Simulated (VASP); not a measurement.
Input of a VASP 6.6.1 run:

File INCAR:

```
  PREC = Accurate
  ENCUT = 520
  EDIFF = 1E-7
  ISMEAR = 0
  SIGMA = 0.1
  LREAL = False
  LASPH = True
  NELM = 150
  ALGO = Normal
  ISIF = 2
  LWAVE = False
  LCHARG = True
  ISPIN = 2
  MAGMOM = 4.2 0.23
  LORBIT = 11
  LMAXMIX = 4
  GGA = PS
  LELF = True
  LVHAR = True
  NBANDS = 20
```

File KPOINTS:

```
Automatic mesh
0
Gamma
  16 16 16
```

POSCAR

```
MnO
1.0
    0.0000000000      2.1475465823      2.1475465823
    2.1475465823      0.0000000000      2.1475465823
    2.1475465823      2.1475465823      0.0000000000
Mn O
1 1
Direct
    0.0000000000      0.0000000000      0.0000000000
    0.5000000000      0.5000000000      0.5000000000
```

Potentials or basis: VASP PAW PBE potentials, release 64 (Mn_pv, O).

The run is started by

```sh
$ cat potpaw_PBE.64/Mn_pv/POTCAR potpaw_PBE.64/O/POTCAR > POTCAR
$ mpirun -np 1 vasp_std > vasp.out
```

Question: What does it give for the net moment?

Answer: 4.40 μB per cell.

Question: Estimate the pressure.

Answer: 3.9 GPa.

Question: What does it give for the site moments?

Answer: Mn +4.04; O +0.17 μB.

Caveat: the cell stands under pressure; the PAW data sets were made with another functional, which shifts forces and pressure a little; a cell with one magnetic atom can't hold antiferromagnetic order, which such compounds often take.
